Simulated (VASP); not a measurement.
# CoO (Fm-3m) in VASP: notebook

CoO is run at these levels: PBE, PBE0, PBEsol, PBEsol+D4; tasks: single point.

Program: VASP 6.6.1. These are calculated values, not measurements. Logs are shortened: lines on timing, memory, paths and dates and some standing lists are left out, and cuts for length are marked.

## (1) The cell of the first run

It takes space group Fm-3m (No. 225, cubic). The conventional cell has a = 4.263 Å, b = 4.263 Å, c = 4.263 Å, α = 90.00°, β = 90.00°, γ = 90.00°. Within 2.8 Å of Co (site symmetry m-3m) lie 6 O at 2.13 Å. Within 2.8 Å of O (site symmetry m-3m) lie 6 Co at 2.13 Å.

## (2) Single point, PBE, collinear spin, ferromagnetic start

The input, INCAR:

```
SYSTEM = CoO
PREC = Accurate
ENCUT = 700
EDIFF = 1E-6
ISMEAR = -1
SIGMA = 0.05
LREAL = .False.
LASPH = .True.
NELM = 200
ALGO = Normal
ISIF = 2
LWAVE = .False.
LCHARG = .False.
ISPIN = 2
MAGMOM = 4 0
LORBIT = 11
NUPDOWN = 4.0
LMAXMIX = 4
GGA = PE
NBANDS = 22
GGA_COMPAT = .False.
```

The input, KPOINTS:

```
Automatic mesh
0
Gamma
  9 9 9
  0 0 0
```

The input, POSCAR:

```
CoO
1.0
    0.0000000000      2.1315000000      2.1315000000
    2.1315000000      0.0000000000      2.1315000000
    2.1315000000      2.1315000000      0.0000000000
Co O
1 1
Direct
    0.0000000000      0.0000000000      0.0000000000
    0.5000000000      0.5000000000      0.5000000000
```

Potentials or basis: VASP PAW PBE potentials, release 64 (Co_sv, O).

Launch:

```bash
> cat potpaw_PBE.64/Co_sv/POTCAR potpaw_PBE.64/O/POTCAR > POTCAR
> mpirun -np 1 vasp_std > vasp.out
```

OUTCAR:

```text
SYSTEM = CoO
   PREC = Accurate
   ENCUT = 700
   EDIFF = 1E-6
   ISMEAR = -1
   LREAL = .False.
   LASPH = .True.
   NELM = 200
   ISIF = 2
   ISPIN = 2
   LORBIT = 11
   NUPDOWN = 4.0
   GGA = PE

 ion  position               nearest neighbor table
   1  0.000  0.000  0.000-   2 2.13   2 2.13   2 2.13   2 2.13   2 2.13   2 2.13
   2  0.500  0.500  0.500-   1 2.13   1 2.13   1 2.13   1 2.13   1 2.13   1 2.13

  LATTYP: Found a face centered cubic cell.
 ALAT       =     4.2630000000

  Lattice vectors:

 A1 = (   0.0000000000,   2.1315000000,   2.1315000000)
 A2 = (   2.1315000000,   0.0000000000,   2.1315000000)
 A3 = (   2.1315000000,   2.1315000000,   0.0000000000)

Analysis of symmetry for initial positions (statically):
=====================================================================
 Subroutine PRICEL returns:
 Original cell was already a primitive cell.

 Routine SETGRP: Setting up the symmetry group for a
 face centered cubic supercell.

 Subroutine GETGRP returns: Found 48 space group operations
 (whereof 48 operations were pure point group operations)
 out of a pool of 48 trial point group operations.

The static configuration has the point symmetry O_h .

Analysis of symmetry for dynamics (positions and initial velocities):
=====================================================================
 Subroutine PRICEL returns:
 Original cell was already a primitive cell.

 Routine SETGRP: Setting up the symmetry group for a
 face centered cubic supercell.

 Subroutine GETGRP returns: Found 48 space group operations
 (whereof 48 operations were pure point group operations)
 out of a pool of 48 trial point group operations.

The dynamic configuration has the point symmetry O_h .

Analysis of structural, dynamic, and magnetic symmetry:
=====================================================================
 Subroutine PRICEL returns:
 Original cell was already a primitive cell.

 Routine SETGRP: Setting up the symmetry group for a
 face centered cubic supercell.

 Subroutine GETGRP returns: Found 48 space group operations
 (whereof 48 operations were pure point group operations)
 out of a pool of 48 trial point group operations.

The overall configuration has the point symmetry O_h .

 Subroutine INISYM returns: Found 48 space group operations
 (whereof 48 operations are pure point group operations),
 and found     1 'primitive' translations

----------------------------------------------------------------------------------------

                                     Primitive cell

  volume of cell :      19.3681

  direct lattice vectors                    reciprocal lattice vectors
     0.000000000  2.131500000  2.131500000    -0.234576589  0.234576589  0.234576589
     2.131500000  0.000000000  2.131500000     0.234576589 -0.234576589  0.234576589
     2.131500000  2.131500000  0.000000000     0.234576589  0.234576589 -0.234576589

  length of vectors
     3.014396208  3.014396208  3.014396208     0.406298571  0.406298571  0.406298571

  position of ions in fractional coordinates (direct lattice)
     0.000000000  0.000000000  0.000000000
     0.500000000  0.500000000  0.500000000

  ion indices of the primitive-cell ions
   primitive index   ion index
                 1           1
                 2           2

----------------------------------------------------------------------------------------

 KPOINTS: Automatic mesh

Automatic generation of k-mesh.
 Grid dimensions read from file:
 generate k-points for:    9    9    9

 Generating k-lattice:

  Cartesian coordinates                     Fractional coordinates (reciprocal lattice)
    -0.026064065  0.026064065  0.026064065     0.111111111  0.000000000  0.000000000
     0.026064065 -0.026064065  0.026064065     0.000000000  0.111111111  0.000000000
     0.026064065  0.026064065 -0.026064065     0.000000000  0.000000000  0.111111111

  Length of vectors
     0.045144286  0.045144286  0.045144286

  Shift w.r.t. Gamma in fractional coordinates (k-lattice)
     0.000000000  0.000000000  0.000000000

 Subroutine IBZKPT returns following result:
 ===========================================

 Found     35 irreducible k-points:

 Following reciprocal coordinates:
            Coordinates               Weight
  0.000000  0.000000  0.000000      1.000000
  0.111111  0.000000  0.000000      8.000000
  0.222222  0.000000  0.000000      8.000000
  0.333333  0.000000  0.000000      8.000000
  0.444444  0.000000  0.000000      8.000000
  0.111111  0.111111  0.000000      6.000000
[... 16 lines left out ...]
 -0.333333  0.333333  0.000000     12.000000
  0.444444  0.444444  0.000000      6.000000
 [... further k-points ...]
   k-points           NKPTS =     35   k-points in BZ     NKDIM =     35   number of bands    NBANDS=     22
   number of dos      NEDOS =    301   number of ions     NIONS =      2
   total plane-waves  NPLWV =  21952
   dimension x,y,z NGX =    28 NGY =   28 NGZ =   28
   dimension x,y,z NGXF=    56 NGYF=   56 NGZF=   56
   ions per type =               1   1
   NGX,Y,Z   is equivalent  to a cutoff of  15.44, 15.44, 15.44 a.u.
   NGXF,Y,Z  is equivalent  to a cutoff of  30.88, 30.88, 30.88 a.u.
 SYSTEM =  CoO
   PREC   = accura    normal or accurate (medium, high low for compatibility)
   ISTART =      0    job   : 0-new  1-cont  2-samecut
   ICHARG =      2    charge: 1-file 2-atom 10-const
   ISPIN  =      2    spin polarized calculation?
   LNONCOLLINEAR =      F non collinear calculations
   LSORBIT =      F    spin-orbit coupling
   LASPH  =      T    aspherical Exc in radial PAW
   ENCUT  =  700.0 eV  51.45 Ry    7.17 a.u.   6.50  6.50  6.50*2*pi/ulx,y,z
   NELM   =    200;   NELMIN=  2; NELMDL= -5     # of ELM steps
   EDIFF  = 0.1E-05   stopping-criterion for ELM
   LREAL  =      F    real-space projection
   EDIFFG = 0.1E-04   stopping-criterion for IOM
   NSW    =      0    number of steps for IOM
   IBRION =     -1    ionic relax: 0-MD 1-quasi-New 2-CG
   NFREE  =      0    steps in history (QN), initial steepest desc. (CG)
   ISIF   =      2    stress and relaxation
   ISYM   =      2    0-nonsym 1-usesym 2-fastsym
   POTIM  = 0.5000    time-step for ionic-motion
   TEBEG  =    0.0;   TEEND  =   0.0 temperature during run
   PSTRESS=    0.0 pullay stress
   NELECT =      23.0000    total number of electrons
   NUPDOWN=       4.0000    fix difference up-down
   EMIN   =  10.00;   EMAX   =-10.00  energy-range for DOS
   EFERMI =   0.00;   METHOD = LEGACY
   ISMEAR =    -1;   SIGMA  =   0.05  broadening in eV -4-tet -1-fermi 0-gaus
   EFERMI_NEDOS =   21; number of points for ismear=-14 and -15
   IALGO  =     38    algorithm
   IMIX   =      4    mixing-type and parameters
     AMIX     =   0.40;   BMIX     =  1.00
     AMIX_MAG =   1.60;   BMIX_MAG =  1.00
  volume/ion in A,a.u.               =       9.68        65.35
  Fermi-wavevector in a.u.,A,eV,Ry     =   1.733626  3.276078 40.891759  3.005460
  Thomas-Fermi vector in A             =   2.807577
   LORBIT       =     11    0 simple, 1 ext, 2 COOP (PROOUT), +10 PAW based schemes
   GGA     = PE    functional components
   LHFCALC =     F    Hartree Fock is set to
   AEXX    =    0.0000 exact exchange contribution
   IVDW    =     0    specifies the selected vdW correction
   LEPSILON=     F    determine dielectric tensor
   LRPA    =     F    only Hartree local field effects (RPA)
 spin polarized calculation
  energy-cutoff  :      700.00
  volume of cell :       19.37
 maximum number of plane-waves:       869
 NGX is ok and might be reduce to    28
   NGX = 13   NGY = 13   NGZ = 13

 number of electron      23.0000015 magnetization       4.0000004

 Free energy of the ion-electron system (eV)
  ---------------------------------------------------
  ext. energy  EPLUGINS =         0.00000000
  ---------------------------------------------------
  free energy    TOTEN  =       -10.58731743 eV

  energy without entropy =      -10.55758474  energy(sigma->0) =      -10.57245109

 E-fermi :   8.0332     XC(G=0): -12.8016

 val. band max:       14.5961437232   @ k =   0.4444   0.3333   0.0000
 cond. band min:       8.0367468366   @ k =  -0.3333   0.2222   0.0000
 fundamental gap:     -6.5593968866
 Fermi energy:        14.6102161274

 spin component 1

 k-point     1 :       0.0000    0.0000    0.0000
  band No.  band energies     occupation
      1     -89.6064      1.00000
      2     -52.7964      1.00000
      3     -52.7964      1.00000
      4     -52.7964      1.00000
      5     -11.5526      1.00000
      6       4.4440      1.00000
[... 14 lines left out ...]
     21      29.6013      0.00000
     22      33.1530      0.00000
[... 552 lines left out ...]
  band No.  band energies     occupation
      1     -89.6022      1.00000
      2     -52.8260      1.00000
      3     -52.8084      1.00000
      4     -52.8084      1.00000
      5     -10.3345      1.00000
      6       1.7086      1.00000
[... 14 lines left out ...]
     21      39.9696      0.00000
     22      39.9696      0.00000

 [... further k-points ...]

 spin component 2

 k-point     1 :       0.0000    0.0000    0.0000
  band No.  band energies     occupation
      1     -86.0772      1.00000
      2     -49.3465      1.00000
      3     -49.3465      1.00000
      4     -49.3465      1.00000
      5     -10.4414      1.00000
      6       6.7018      1.00000
[... 14 lines left out ...]
     21      31.1605      0.00000
     22      34.3382      0.00000
[... 552 lines left out ...]
  band No.  band energies     occupation
      1     -86.0725      1.00000
      2     -49.3814      1.00000
      3     -49.3607      1.00000
      4     -49.3606      1.00000
      5      -9.1350      1.00000
      6       2.7796      1.00000
[... 14 lines left out ...]
     21      40.5252      0.00000
     22      40.5252      0.00000

 [... further k-points ...]

------------------------ aborting loop because EDIFF is reached ----------------------------------------

  FORCE on cell =-STRESS in cart. coord.  units (eV):
  Direction    XX          YY          ZZ          XY          YZ          ZX
  --------------------------------------------------------------------------------------
  -------------------------------------------------------------------------------------
  Total        2.5720571      2.5720571      2.5720571     -0.0000000      0.0000000     -0.0000000
  in kB      212.7674465    212.7674465    212.7674465     -0.0000000      0.0000000     -0.0000000
  external PRESSURE =     212.7674465 kB  Pullay stress =       0.0000000 kB

 VOLUME and BASIS-vectors are now :
 -----------------------------------------------------------------------------
  energy-cutoff  :      700.00
  volume of cell :       19.37
      direct lattice vectors                 reciprocal lattice vectors
     0.000000000  2.131500000  2.131500000    -0.234576589  0.234576589  0.234576589
     2.131500000  0.000000000  2.131500000     0.234576589 -0.234576589  0.234576589
     2.131500000  2.131500000  0.000000000     0.234576589  0.234576589 -0.234576589

 POSITION                                       TOTAL-FORCE (eV/Angst)
 -----------------------------------------------------------------------------------
      0.00000      0.00000      0.00000         0.000000      0.000000      0.000000
      2.13150      2.13150      2.13150         0.000000     -0.000000     -0.000000
 -----------------------------------------------------------------------------------
    total drift:                                0.000000      0.000000      0.000000

  FREE ENERGIE OF THE ION-ELECTRON SYSTEM (eV)
  ---------------------------------------------------
  free  energy   TOTEN  =       -10.5873174338 eV

  energy  without entropy=      -10.5575847434  energy(sigma->0) =      -10.57245109

 total charge

# of ion       s       p       d       tot
------------------------------------------
    1        2.210   6.090   6.442  14.743
    2        1.598   3.368   0.000   4.966
--------------------------------------------------
tot          3.809   9.458   6.442  19.709

 magnetization (x)

# of ion       s       p       d       tot
------------------------------------------
    1        0.084   0.038   2.837   2.959
    2        0.085   0.551   0.000   0.636
--------------------------------------------------
tot          0.169   0.589   2.837   3.595
```

It took 33 s on 1 thread of Intel Xeon 6975P-C (Granite Rapids), shared host; peak memory 0.19 GiB.

Results:

```yaml
Free_energy: -10.5873 eV
Pressure: 21.3 GPa
Net_moment: 4.00 μB per cell
Site_moments: Co +2.96; O +0.64 μB
Valence_electrons_inside_the_program's_atomic_spheres: Co 14.74; O 4.97
```

Caveat: the cell stands under pressure; the total moment is fixed, so each spin has its own Fermi level and the state may be an excited one; a cell with one magnetic atom can't hold antiferromagnetic order, which such compounds often take.

## (3) Single point, PBE0, collinear spin, ferromagnetic start

This run uses another cell than the first one, of 9.10 Å³/atom.

The input, POSCAR:

```
CoO
1.0
    0.0000000000      2.0879877907      2.0879877907
    2.0879877907      0.0000000000      2.0879877907
    2.0879877907      2.0879877907      0.0000000000
Co O
1 1
Direct
    0.0000000000      0.0000000000      0.0000000000
    0.5000000000      0.5000000000      0.5000000000
```

The input, INCAR.step1:

```
SYSTEM = CoO
PREC = Accurate
ENCUT = 520
EDIFF = 1E-5
ISMEAR = -1
SIGMA = 0.05
LREAL = .FALSE.
LASPH = .TRUE.
NELM = 200
ALGO = Normal
ISIF = 2
LWAVE = .TRUE.
LCHARG = .FALSE.
ISPIN = 2
MAGMOM = 2 0
LORBIT = 11
LMAXMIX = 4
NBANDS = 18
GGA = PE
GGA_COMPAT = .FALSE.
```

The input, INCAR.step2:

```
SYSTEM = CoO
PREC = Accurate
ENCUT = 520
EDIFF = 1E-6
ISMEAR = -1
SIGMA = 0.05
LREAL = .FALSE.
LASPH = .TRUE.
NELM = 200
ALGO = Normal
ISIF = 2
LWAVE = .FALSE.
LCHARG = .FALSE.
ISPIN = 2
MAGMOM = 2 0
LORBIT = 11
LMAXMIX = 4
GGA = PE
LHFCALC = .TRUE.
AEXX = 0.25
PRECFOCK = Normal
NBANDS = 18
ISTART = 1
GGA_COMPAT = .FALSE.
```

The input, KPOINTS:

```
regular mesh
0
G
  6 6 6
  0 0 0
```

Potentials or basis: VASP PAW PBE potentials, release 64 (Co, O).

Launch:

```bash
> cat potpaw_PBE.64/Co/POTCAR potpaw_PBE.64/O/POTCAR > POTCAR
> cp INCAR.step1 INCAR
> mpirun -np 1 vasp_std > vasp.out
> cp INCAR.step2 INCAR
> mpirun -np 1 vasp_std > vasp.out
```

It took 1.6 h on 1 thread of Intel Xeon 8259CL, shared host; peak memory 0.17 GiB.

It converged, with:

| Property | Result |
| --- | --- |
| Free energy | -19.4665 eV |
| Pressure | 4.0 GPa |
| Band gap on the k mesh | zero (filled and empty bands overlap) |
| Net moment | 3.00 μB per cell |
| Site moments | Co +2.71; O +0.27 μB |
| Valence electrons inside the program's atomic spheres | Co 7.84; O 5.07 |

Levels at points of the mesh, in eV from the Fermi level:
Spin up:
```tsv
k point	band 6	band 7	band 8	band 9	band 10	band 11	band 12	band 13
(0.00, 0.00, 0.00)	-5.70	-4.17	-4.17	-4.17	2.97	18.90	20.45	20.45
(0.50, 0.00, 0.00)	-4.97	-4.03	-1.32	-1.32	6.84	12.24	15.80	15.80
(0.50, 0.50, 0.00)	-5.60	-5.07	-4.66	-4.66	8.14	12.44	13.38	18.87
```
Spin down:
```tsv
k point	band 4	band 5	band 6	band 7	band 8	band 9
(0.00, 0.00, 0.00)	-3.26	-2.06	-2.06	-2.06	2.94	2.94
(0.50, 0.00, 0.00)	-5.56	-0.64	-0.64	0.93	6.08	6.08
(0.50, 0.50, 0.00)	-4.80	-3.39	0.86	0.86	3.63	4.31
```

Caveat: the k points lie up to 0.43 Å⁻¹ apart, too coarse for converged energies and pressures of a metal; the PAW data sets were made with another functional, which shifts forces and pressure a little; a cell with one magnetic atom can't hold antiferromagnetic order, which such compounds often take.

## (4) Single point, PBEsol, collinear spin, ferromagnetic start

The input, INCAR:

```
SYSTEM = CoO
ALGO     = Normal         ! electronic algorithm
EDIFF    = 1E-6           ! SCF threshold, eV
ENCUT    = 700            ! plane-wave cutoff, eV
GGA      = PS             ! functional
GGA_COMPAT= .False.      
ISIF     = 2              ! what is computed and relaxed
ISMEAR   = 0              ! smearing method
ISPIN    = 2              ! spin polarisation
LASPH    = .True.         ! aspherical terms in the spheres
LCHARG   = .False.        ! write CHGCAR
LMAXMIX  = 4              ! l up to which the mixer works
LORBIT   = 11             ! projections on sites
LREAL    = .False.        ! projectors in reciprocal space
LWAVE    = .False.        ! write WAVECAR
MAGMOM   = 2 0            ! initial moments
NBANDS   = 22             ! bands
NELM     = 200            ! most SCF steps
PREC     = Accurate       ! precision mode
SIGMA    = 0.05           ! smearing width, eV
```

The input, KPOINTS:

```
k-points
0
Gamma
  9 9 9
  0 0 0
```

The input, POSCAR:

```
CoO
1.0
    0.0000000000      2.1315000000      2.1315000000
    2.1315000000      0.0000000000      2.1315000000
    2.1315000000      2.1315000000      0.0000000000
Co O
1 1
Direct
    0.0000000000      0.0000000000      0.0000000000
    0.5000000000      0.5000000000      0.5000000000
```

Potentials or basis: VASP PAW PBE potentials, release 64 (Co_sv, O).

Launch:

```bash
> cat potpaw_PBE.64/Co_sv/POTCAR potpaw_PBE.64/O/POTCAR > POTCAR
> mpirun -np 1 vasp_std > vasp.out
```

Run time: 77 s. Hardware: 1 thread of Intel Xeon Platinum 8259CL at 2.50GHz (Skylake/Cascade Lake), shared host; peak memory 0.19 GiB.

Results (log left out):

```
Free energy                                           : -14.0248 eV
Pressure                                              : -11.8 GPa
Band gap on the k mesh                                : zero (filled and empty bands overlap)
Net moment                                            : 2.99 μB per cell
Site moments                                          : Co +2.55; O +0.33 μB
Valence electrons inside the program's atomic spheres : Co 14.87; O 4.95
```

Levels at points of the mesh, in eV from the Fermi level:
Spin up:
| k point | band 9 | band 10 | band 11 | band 12 | band 13 | band 14 | band 15 | band 16 | band 17 | band 18 |
| --- | --- | --- | --- | --- | --- | --- | --- | --- | --- | --- |
| (0.00, 0.00, 0.00) | -3.26 | -3.26 | -3.19 | -3.19 | -3.19 | 0.76 | 16.47 | 17.78 | 17.78 | 17.78 |
Spin down:
| k point | band 8 | band 9 | band 10 | band 11 | band 12 | band 13 |
| --- | --- | --- | --- | --- | --- | --- |
| (0.00, 0.00, 0.00) | -2.63 | -1.11 | -1.11 | -1.11 | -0.12 | -0.12 |

Caveat: the cell stands under tension; the PAW data sets were made with another functional, which shifts forces and pressure a little; a cell with one magnetic atom can't hold antiferromagnetic order, which such compounds often take; semilocal functionals often make such compounds metallic where correlation or magnetic order opens a gap, which also shifts bond lengths. With open d or f shells a metallic result of PBEsol can be an artefact of self-interaction; +U or a hybrid may open a gap.

(Part 1 of 2 ends here.)

The gap in the log of VASP goes by the Fermi energy; the results here count the filled bands.